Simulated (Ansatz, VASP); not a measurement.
NaCl in VASP and in Ansatz

```
Na Cl
1.0
     0.00000    2.84797    2.84797
     2.84797    0.00000    2.84797
     2.84797    2.84797    0.00000
Na Cl
1 1
Direct
  0.00000 0.00000 0.00000
  0.50000 0.50000 0.50000
```

Alike in both runs: task single point; functional PBE; k mesh 8 × 8 × 8; occupations gaussian, width 0.02 eV; no spin polarisation.

```csv
,VASP,Ansatz
version,VASP 6.6.1,Ansatz 0.2.0
potentials or method,"VASP PAW PBE potentials, release 64 (Na_pv, Cl), cutoff 500 eV","scalar-relativistic, plane waves, PAW"
valence electrons in the cell,14,16
```

Ansatz gave:

| Item | Value |
| --- | --- |
| gap on the k mesh at the Fermi level (eV) | 5.00 |
| least direct gap on the mesh (eV) | 5.00 |
| pressure (GPa) | 0.0 |

Which values does VASP return?

gap on the k mesh at the Fermi level (eV): 4.99; least direct gap on the mesh (eV): 4.99; pressure (GPa): -0.1.

The functional is the same, so the differences come from potentials, cutoffs and numerics. VASP's potentials hold 14 valence electrons a cell and Ansatz's 16, so a difference there can come from the potentials and not from the codes.
